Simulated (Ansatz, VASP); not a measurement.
## One calculation of CoO, two programs

The input INCAR:

```
SYSTEM = CoO
PREC = Accurate
ENCUT = 520
EDIFF = 1E-6
ISMEAR = 0
SIGMA = 0.15
LREAL = .FALSE.
LASPH = .TRUE.
NELM = 150
ALGO = Normal
ISIF = 2
LWAVE = .FALSE.
LCHARG = .FALSE.
ISPIN = 2
MAGMOM = 2.64 0.33
LORBIT = 11
LMAXMIX = 4
GGA = PS
NBANDS = 18
```

The input KPOINTS:

```
Automatic mesh
0
G
  18 18 18
  0 0 0
```

Contents of POSCAR:

```
CoO
1.0
    1.5054695445      0.8691832468      2.3423298300
   -1.5054695445      0.8691832468      2.3423298300
    0.0000000000     -1.7383664936      2.3423298300
Co O
1 1
Direct
    0.0000000000      0.0000000000      0.0000000000
    0.5000000000      0.5000000000      0.5000000000
```

Input for Ansatz:

```yaml
crystal:
  lattice:
    - [1.5054695445, 0.8691832468, 2.34232983]
    - [-1.5054695445, 0.8691832468, 2.34232983]
    - [0.0, -1.7383664936, 2.34232983]
  atoms:
    - { symbol: Co, position: [0.0, 0.0, 0.0], spin: 2.64 }
    - { symbol: O, position: [0.5, 0.5, 0.5], spin: 0.33 }
basis:
  ecutwfc: 420
kpoints:
  mp_grid: { grid: [18, 18, 18] }
hamiltonian:
  xc: pbesol
scf:
  occupations: { method: gaussian, width: 0.15 }
output:
  forces: true
  stress: true
  eigenvalues: true
  populations: true
magnetization:
  spin_polarized: true
```

Change from the starting cell: strain +0.000 along x and y, -0.040 along z, atoms carried along.

Alike in both runs: task single point; functional PBEsol; k mesh 18 × 18 × 18; occupations gaussian, width 0.15 eV; collinear spin.

```csv
,VASP,Ansatz
version,VASP 6.6.1,Ansatz 0.2.0
potentials or method,"VASP PAW PBE potentials, release 64 (Co, O), cutoff 520 eV","scalar-relativistic, plane waves, PAW"
valence electrons in the cell,15,23
```

VASP gave:

```
gap on the k mesh at the Fermi level (eV)                     : none
pressure (GPa)                                                : -3.8
traceless stress, the component that is largest in VASP (GPa) : -1.11
net moment per atom (μB)                                      : 1.38
size of the moment on the site where the two differ most (μB) : 2.44
```

Q: Estimate Ansatz's values.

A: gap on the k mesh at the Fermi level (eV): none; pressure (GPa): -3.1; traceless stress, the component that is largest in VASP (GPa): -1.27; net moment per atom (μB): 1.40; size of the moment on the site where the two differ most (μB): 2.38.

VASP's potentials were made for PBE, not for PBEsol. Site moments also hang on the region over which each program counts them. A gap of «none» marks a metal or a gap that the smearing closes. VASP's potentials hold 15 valence electrons a cell and Ansatz's 23, so a difference there can come from the potentials and not from the codes.
